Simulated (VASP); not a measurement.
Ni, 2 atoms in the cell. The structure is cubic, space group Fm-3m (No. 225). The conventional cell has a = 3.519 Å, b = 3.519 Å, c = 3.519 Å, α = 90.00°, β = 90.00°, γ = 90.00°. Within 3.3 Å of Ni (site symmetry m-3m) lie 12 Ni at 2.49 Å. 

| Quantity | Value |
| --- | --- |
| Program | VASP 6.6.1 |
| Task | single point |
| Functional | PBE |
| Potentials or basis | VASP PAW PBE potentials, release 64 (Ni) |
| Cutoff | 520 eV |
| k mesh | 14 × 14 × 10 |
| Occupations | gaussian, width 0.05 eV |
| Spin | collinear spin, antiferromagnetic start |
| Starting moments | [0.8, -0.8] μB |
| Dipole correction | no |
| Further INCAR settings | ALGO = Normal; EDIFF = 1e-06; NBANDS = 21 |

Potentials or basis: VASP PAW PBE potentials, release 64 (Ni).

The run is started by

```console
$ cat potpaw_PBE.64/Ni/POTCAR > POTCAR
$ mpirun -np 1 vasp_std > vasp.out
```

Hardware: 1 thread of Intel(R) Xeon(R) Platinum 8488C (Sapphire Rapids), with other jobs on the host.

**Question.** How long does it take, and how much memory?

**Answer.** Run time: 110 s on 1 thread of Intel(R) Xeon(R) Platinum 8488C (Sapphire Rapids) (shared host), peak memory 0.23 GiB. Counts: scf iterations 13, k points 216.
